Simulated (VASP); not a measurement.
**CoSi: single point with PBEsol**

CoSi:

```xyz
8
Lattice="5.0437 0.0000 0.0000 0.0000 3.7280 0.0000 0.0000 0.0000 4.3858" Properties=species:S:1:pos:R:3 pbc="T T T"
Co    0.7346    0.5430    0.6388
Co    1.7873    3.1850    2.8317
Co    3.2564    1.3210    3.7471
Co    4.3091    2.4069    1.5541
Si    4.2535    3.1439    3.6987
Si    3.3121    0.5841    1.5058
Si    1.7316    2.4480    0.6871
Si    0.7902    1.2799    2.8800
```

This cell differs from its parent crystal: strain +0.1500 x Voigt [1, -1, 0, 0, 0, 0].

```json
{"Program": "VASP 6.6.1", "Task": "single point", "Functional": "PBEsol", "Potentials or basis": "VASP PAW PBE potentials, release 64 (Co, Si)", "Cutoff": "520 eV", "k mesh": "10 × 10 × 10", "Occupations": "gaussian, width 0.15 eV", "Spin": "no spin polarisation"}
```

```json
{"Pressure": "22.0 GPa", "Largest force": "1.052 eV/Å", "Band gap on the k mesh": "zero (bands 26 and 27 overlap by 0.78 eV)"}
```

Forces on the atoms (eV/Å):
```
Co  -0.947  0.236 -0.234
Co   0.947 -0.236 -0.234
Co  -0.947 -0.236  0.234
Co   0.947  0.236  0.234
Si   0.877  0.476  0.333
Si  -0.877 -0.476  0.333
Si   0.877 -0.476 -0.333
Si  -0.877  0.476 -0.333
```

Stress tensor (GPa, compression positive):
```
-4.73  0.00  0.00
 0.00 65.70  0.00
 0.00  0.00  5.11
```

Levels at points of the mesh, in eV from the Fermi level:
```tsv
k point	band 24	band 25	band 26	band 27	band 28	band 29
(0.00, 0.00, 0.00)	-0.63	-0.47	-0.12	0.00	2.03	2.38
(0.50, 0.00, 0.00)	-0.89	-0.15	-0.15	1.13	1.13	2.05
(0.00, 0.50, 0.00)	-1.26	-0.82	-0.82	0.71	0.71	1.27
(0.50, 0.50, 0.00)	-1.31	-0.26	-0.26	0.63	0.63	2.20
(0.00, 0.00, 0.50)	-0.78	-0.55	-0.55	0.23	0.23	2.67
(0.50, 0.00, 0.50)	-0.96	0.37	0.37	1.15	1.15	2.04
(0.00, 0.50, 0.50)	-1.61	-0.36	-0.36	0.01	0.01	1.35
(0.50, 0.50, 0.50)	-1.25	-0.41	-0.41	-0.41	-0.41	3.85
```

Wall time 25 min on 1 thread of Oxide Virtual Turin-like Processor, on a shared host, peak memory 0.53 GiB.

Caveat: the cell differs from its parent crystal (strain +0.1500 x Voigt [1, -1, 0, 0, 0, 0]); the stress differs along the axes, from -5 to 66 GPa; the PAW data sets were made with another functional, which shifts forces and pressure a little. Spin polarisation is off, so any magnetic state and its effect on volume and gap are missing.
